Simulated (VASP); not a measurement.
Set up this calculation in VASP 6.6.1, as the native input.

* Task: single point
* Functional: PBE
* Dispersion: D3(BJ)
* Potentials or basis: VASP PAW PBE potentials, release 64 (O, H, F)
* Cutoff: 520 eV
* k mesh: 1 × 1 × 1
* Occupations: fermi-dirac, width 0.05 eV
* Spin: no spin polarisation
* Dipole correction: no
* Further INCAR settings: LREAL = Auto; ALGO = Normal; EDIFF = 1e-07; NBANDS = 55

The structure of H17O8F lies in POSCAR:

```
H17O8F
1.0
    6.4950650000      0.0000000000      0.0000000000
    0.0000000000      6.4950650000      0.0000000000
    0.0000000000      0.0000000000      6.4950650000
O H F
8 17 1
Direct
    1.1552617256      0.5512185020      0.3056474416
    0.4712500953     -0.0219705269      0.7480910507
    0.5010419449      0.8065662160      0.2280808583
    0.7386685122      0.6998544279      0.5938816625
    0.5097408571      0.2144705249      0.3963778653
   -0.0944409332      0.4047226625      0.8352495318
    0.3078645094      0.5684161744      0.7422866438
    0.0739946405      0.1669729248      0.1528083245
    1.1697804410      0.4036449212      0.2713906635
    1.1633447856      0.5332202218      0.4492025869
    0.4114354514      0.0117627768      0.8838864584
    0.4496952686      0.1039404533      0.6636885081
    0.3966703951      0.7022870441      0.2726531605
    0.5950055927      0.7459047754      0.1284359741
    0.7046118861      0.8310309443      0.6605322657
    0.6977143416      0.7007474136      0.4573626284
    0.4974853985      0.0671278886      0.3568247585
    0.6572528527      0.2487888882      0.3497116657
    0.0343337596      0.4328671076      0.7613318727
   -0.1864492503      0.5202411369      0.8093991361
    0.2631998294      0.7176063673      0.7768051590
    0.4384867588      0.5838124792      0.6908937786
    0.0024326161      0.2201825540      0.0345647041
    0.0268819481      0.0335947369      0.1998440354
    0.9853942955      0.6583151978      0.1946092918
    0.9019001349      0.7653964972      0.1213228813
```

The input as run:

INCAR

```
ALGO     = Normal         # electronic algorithm
EDIFF    = 1E-7           # SCF threshold, eV
ENCUT    = 520            # plane-wave cutoff, eV
GGA      = PE             # functional
ISIF     = 2              # what is computed and relaxed
ISMEAR   = -1             # smearing method
IVDW     = 12             # dispersion correction
LASPH    = T              # aspherical terms in the spheres
LCHARG   = F              # write CHGCAR
LREAL    = Auto         
LWAVE    = F              # write WAVECAR
NBANDS   = 55             # bands
NELM     = 100            # most SCF steps
PREC     = Accurate       # precision mode
SIGMA    = 0.05           # smearing width, eV
```

KPOINTS

```
k-points
0
Gamma
  1 1 1
```

Potentials or basis: VASP PAW PBE potentials, release 64 (O, H, F).

The run is started by

```bash
$ cat potpaw_PBE.64/O/POTCAR potpaw_PBE.64/H/POTCAR potpaw_PBE.64/F/POTCAR > POTCAR
$ mpirun -np 1 vasp_gam > vasp.out
```

It gave:

```yaml
Pressure: 0.4 GPa
Largest_force: 4.894 eV/Å
Dispersion_energy_per_atom: -0.032 eV
```

Caveat: the k points lie up to 0.97 Å⁻¹ apart; the atoms stand as in a frame of molecular dynamics.

Run time: 42 s on 1 thread of Intel Xeon 8259CL (shared host), peak memory 0.3 GiB.
